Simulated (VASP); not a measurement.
# CuSi16 (a cell with a defect) in VASP: further runs, part 2 of 2

VASP 6.6.1. The steps go on from the part before.

### Step 3. Single point, PBE, collinear spin, zero start

The input, INCAR:

```
SYSTEM = CuSi16
ALGO = Normal
EDIFF = 1E-6
ENCUT = 520
GGA = PE
ISIF = 2
ISMEAR = -1
ISPIN = 2
LASPH = .True.
LCHARG = .False.
LMAXMIX = 4
LORBIT = 11
LREAL = Auto
LWAVE = .False.
MAGMOM = 0 0 0 0 0 0 0 0 0 0 0 0 0 0 0 0 0
NBANDS = 56
NELM = 150
PREC = Accurate
SIGMA = 0.02
```

The input, KPOINTS:

```
k-points
0
Gamma
  2 2 2
  0 0 0
```

The input, POSCAR:

```
CuSi16
1.0
    0.0000000000      5.4300000000      5.4300000000
    5.4300000000      0.0000000000      5.4300000000
    5.4300000000      5.4300000000      0.0000000000
Si Cu
16 1
Direct
   -0.0101903315     -0.0096306630      0.0237422652
    0.1250452118      0.1257919890      0.1290975138
    0.0029004604      0.0035868324      0.5036343462
    0.1141095764      0.1143453039      0.6489390424
   -0.0003172192      0.4996695212     -0.0032785451
    0.1255461326      0.6140617864      0.1301866483
    0.0035728361      0.4821100368      0.5050058011
    0.1266632597      0.6221951197      0.6230337937
    0.4989212707      0.0005988029     -0.0033757827
    0.6135599448      0.1262527624      0.1300496317
    0.4817028545      0.0042463168      0.5048205341
    0.6216068140      0.1274009208      0.6229248619
    0.4992813996      0.4999865562     -0.0026228361
    0.6261086556      0.6270064457      0.1169226519
    0.5009267956      0.5016441068      0.4912715470
    0.6217927256      0.6223965930      0.6238601289
    0.8519307551      0.8524047882      0.4357353591
```

Potentials or basis: VASP PAW PBE potentials, release 64 (Si, Cu).

Run with:

```bash
$ cat potpaw_PBE.64/Si/POTCAR potpaw_PBE.64/Cu/POTCAR > POTCAR
$ mpirun -np 1 vasp_std > vasp.out
```

OUTCAR:

```text
SYSTEM = CuSi16
   EDIFF = 1E-6
   ENCUT = 520
   GGA = PE
   ISIF = 2
   ISMEAR = -1
   ISPIN = 2
   LASPH = .True.
   LORBIT = 11
   LREAL = Auto
   NELM = 150
   PREC = Accurate

 ion  position               nearest neighbor table
   1  0.990  0.990  0.024-   4 2.35   2 2.36  10 2.36   6 2.36  17 2.58
   2  0.125  0.126  0.129-   9 2.35   5 2.35   3 2.35   1 2.36
   3  0.003  0.004  0.504-   4 2.31   2 2.35  17 2.35  12 2.39   8 2.39
   4  0.114  0.114  0.649-   3 2.31  11 2.31   7 2.31   1 2.35
   5  1.000  0.500  0.997-  14 2.34   8 2.34   6 2.34   2 2.35
   6  0.126  0.614  0.130-   5 2.34  13 2.34   7 2.35   1 2.36  17 2.96
   7  0.004  0.482  0.505-   4 2.31  17 2.35   6 2.35   8 2.39  16 2.40
   8  0.127  0.622  0.623-   5 2.34  15 2.35   7 2.39   3 2.39  17 2.53
   9  0.499  0.001  0.997-  14 2.34  12 2.34  10 2.34   2 2.35
  10  0.614  0.126  0.130-   9 2.34  13 2.34  11 2.35   1 2.36  17 2.97
  11  0.482  0.004  0.505-   4 2.31  17 2.35  10 2.35  12 2.39  16 2.40
  12  0.622  0.127  0.623-   9 2.34  15 2.35  11 2.39   3 2.39  17 2.53
  13  0.499  0.500  0.997-  14 2.34  16 2.34  10 2.34   6 2.34
  14  0.626  0.627  0.117-  13 2.34   5 2.34   9 2.34  15 2.35
  15  0.501  0.502  0.491-  16 2.35  12 2.35   8 2.35  14 2.35
  16  0.622  0.622  0.624-  13 2.34  15 2.35   7 2.40  11 2.40  17 2.52
  17  0.852  0.852  0.436-  11 2.35   3 2.35   7 2.35  16 2.52   8 2.53  12 2.53   1 2.58   6 2.96
                            10 2.97

  LATTYP: Found a face centered cubic cell.
 ALAT       =    10.8600000000

  Lattice vectors:

 A1 = (   0.0000000000,   5.4300000000,   5.4300000000)
 A2 = (   5.4300000000,   0.0000000000,   5.4300000000)
 A3 = (   5.4300000000,   5.4300000000,   0.0000000000)

Analysis of symmetry for initial positions (statically):
=====================================================================
 Subroutine PRICEL returns:
 Original cell was already a primitive cell.

 Routine SETGRP: Setting up the symmetry group for a
 face centered cubic supercell.

 Subroutine GETGRP returns: Found  1 space group operations
 (whereof  1 operations were pure point group operations)
 out of a pool of 48 trial point group operations.

The static configuration has the point symmetry C_1 .

Analysis of symmetry for dynamics (positions and initial velocities):
=====================================================================
 Subroutine PRICEL returns:
 Original cell was already a primitive cell.

 Routine SETGRP: Setting up the symmetry group for a
 face centered cubic supercell.

 Subroutine GETGRP returns: Found  1 space group operations
 (whereof  1 operations were pure point group operations)
 out of a pool of 48 trial point group operations.

The dynamic configuration has the point symmetry C_1 .

Analysis of structural, dynamic, and magnetic symmetry:
=====================================================================
 Subroutine PRICEL returns:
 Original cell was already a primitive cell.

 Routine SETGRP: Setting up the symmetry group for a
 face centered cubic supercell.

 Subroutine GETGRP returns: Found  1 space group operations
 (whereof  1 operations were pure point group operations)
 out of a pool of 48 trial point group operations.

The overall configuration has the point symmetry C_1 .

 Subroutine INISYM returns: Found  1 space group operations
 (whereof  1 operations are pure point group operations),
 and found     1 'primitive' translations

----------------------------------------------------------------------------------------

                                     Primitive cell
[... 122 lines left out ...]
   IMIX   =      4    mixing-type and parameters
     AMIX     =   0.40;   BMIX     =  1.00
     AMIX_MAG =   1.60;   BMIX_MAG =  1.00
  volume/ion in A,a.u.               =      18.84       127.11
  Fermi-wavevector in a.u.,A,eV,Ry     =   1.009142  1.907001 13.855720  1.018367
  Thomas-Fermi vector in A             =   2.142052
   LORBIT       =     11    0 simple, 1 ext, 2 COOP (PROOUT), +10 PAW based schemes
   GGA     = PE    functional components
   LHFCALC =     F    Hartree Fock is set to
   AEXX    =    0.0000 exact exchange contribution
   IVDW    =     0    specifies the selected vdW correction
   LEPSILON=     F    determine dielectric tensor
   LRPA    =     F    only Hartree local field effects (RPA)
 spin polarized calculation
  energy-cutoff  :      520.00
  volume of cell :      320.21
 maximum number of plane-waves:      8646
 NGX is ok and might be reduce to    60
   NGX = 29   NGY = 29   NGZ = 29

 number of electron      75.0000000 magnetization       0.0000000

 number of electron      75.0000003 magnetization      -0.0054181

 Free energy of the ion-electron system (eV)
  ---------------------------------------------------
  ext. energy  EPLUGINS =         0.00000000
  ---------------------------------------------------
  free energy    TOTEN  =       -87.46980133 eV

  energy without entropy =      -87.45410995  energy(sigma->0) =      -87.46195564

 E-fermi :   6.8944     XC(G=0):  -9.6701

 val. band max:        6.8665808587   @ k =   0.0000   0.0000   0.5000
 cond. band min:       6.9039361566   @ k =   0.0000   0.5000   0.0000
 fundamental gap:      0.0373552979
 Fermi energy:         6.8944223503

 spin component 1

 k-point     1 :       0.0000    0.0000    0.0000
  band No.  band energies     occupation
      1      -5.9334      1.00000
      2      -3.5742      1.00000
      3      -3.5537      1.00000
      4      -3.5533      1.00000
      5      -3.4605      1.00000
      6      -2.0190      1.00000
[... 405 lines left out ...]
     48      10.4579      0.00000
     49      10.4606      0.00000
 Fermi energy:         6.8944223503

 spin component 2

 k-point     1 :       0.0000    0.0000    0.0000
  band No.  band energies     occupation
      1      -5.9337      1.00000
      2      -3.5745      1.00000
      3      -3.5539      1.00000
      4      -3.5535      1.00000
      5      -3.4608      1.00000
      6      -2.0197      1.00000
[... 405 lines left out ...]
     48      10.4576      0.00000
     49      10.4602      0.00000
 [bands above 49 left out]

------------------------ aborting loop because EDIFF is reached ----------------------------------------

  FORCE on cell =-STRESS in cart. coord.  units (eV):
  Direction    XX          YY          ZZ          XY          YZ          ZX
  --------------------------------------------------------------------------------------
  -------------------------------------------------------------------------------------
  Total        8.6033803      8.5966758      8.5773722     -0.6630658      0.7769761      0.7479243
  in kB       43.0477265     43.0141797     42.9175927     -3.3177047      3.8876641      3.7423014
  external PRESSURE =      42.9931663 kB  Pullay stress =       0.0000000 kB

 VOLUME and BASIS-vectors are now :
 -----------------------------------------------------------------------------
  energy-cutoff  :      520.00
  volume of cell :      320.21
      direct lattice vectors                 reciprocal lattice vectors
     0.000000000  5.430000000  5.430000000    -0.092081031  0.092081031  0.092081031
     5.430000000  0.000000000  5.430000000     0.092081031 -0.092081031  0.092081031
     5.430000000  5.430000000  0.000000000     0.092081031  0.092081031 -0.092081031

 POSITION                                       TOTAL-FORCE (eV/Angst)
 -----------------------------------------------------------------------------------
      5.50663      5.50359     10.75237         0.015457      0.015613     -0.009005
      1.38405      1.38000      1.36205        -0.000324      0.000638      0.018156
      2.75421      2.75048      0.03523         0.000350      0.000639      0.030157
      4.14463      4.14335      1.24051         0.024323      0.016880     -0.011137
      8.12540     10.84047      8.14148        -0.003537     -0.001080     -0.008335
      4.04127      1.38863      4.01607        -0.013541     -0.005311      0.000380
[... 9 lines left out ...]
      6.76717      6.76389      6.75595        -0.001229     -0.003602     -0.004910
      6.99460      6.99203      9.25454         0.041212      0.040296     -0.028994
 -----------------------------------------------------------------------------------
    total drift:                               -0.004308     -0.000637     -0.001277

  FREE ENERGIE OF THE ION-ELECTRON SYSTEM (eV)
  ---------------------------------------------------
  free  energy   TOTEN  =       -87.4698013272 eV

  energy  without entropy=      -87.4541099494  energy(sigma->0) =      -87.46195564

 total charge

# of ion       s       p       d       tot
------------------------------------------
    1        0.737   0.958   0.000   1.694
    2        0.740   0.949   0.000   1.689
    3        0.734   0.965   0.000   1.699
    4        0.767   0.947   0.000   1.715
    5        0.741   0.957   0.000   1.698
    6        0.740   0.949   0.000   1.689
[... 9 lines left out ...]
   16        0.732   0.950   0.000   1.682
   17        0.478   0.424   9.220  10.122
--------------------------------------------------
tot         12.312  15.700   9.220  37.232

 magnetization (x)

# of ion       s       p       d       tot
------------------------------------------
    1       -0.000  -0.000   0.000  -0.000
    2       -0.000  -0.000   0.000  -0.000
    3       -0.000  -0.000   0.000  -0.000
    4       -0.000  -0.000   0.000  -0.001
    5       -0.000  -0.000   0.000  -0.000
    6       -0.000  -0.000   0.000  -0.000
[... 9 lines left out ...]
   16       -0.000  -0.000   0.000  -0.000
   17       -0.001  -0.000   0.000  -0.001
--------------------------------------------------
tot         -0.001  -0.001   0.000  -0.002
```

Run time: 11 min. Hardware: 1 thread of Intel Xeon 6975P-C (Granite Rapids), shared host; peak memory 0.72 GiB.

Results:

```
Free energy                                           : -87.4698 eV
Pressure                                              : 4.3 GPa
Largest force                                         : 0.065 eV/Å
Net moment                                            : -0.01 μB per cell
Valence electrons inside the program's atomic spheres : Si 1.69, 1.70, 1.72, 1.68 (each value once); Cu 10.12
```

Forces on the atoms (eV/Å):
```
Si   0.015  0.016 -0.009
Si   0.000  0.001  0.018
Si   0.000  0.001  0.030
Si   0.024  0.017 -0.011
Si  -0.004 -0.001 -0.008
Si  -0.014 -0.005  0.000
Si  -0.032  0.001 -0.004
Si   0.006  0.007  0.000
Si  -0.001 -0.004 -0.008
Si  -0.006 -0.012 -0.002
Si  -0.003 -0.027 -0.002
Si   0.007  0.007 -0.001
Si   0.002  0.002 -0.006
Si  -0.017 -0.017  0.018
Si  -0.018 -0.020  0.018
Si  -0.001 -0.004 -0.005
Cu   0.041  0.040 -0.029
```

Caveat: the k points lie up to 0.50 Å⁻¹ apart.
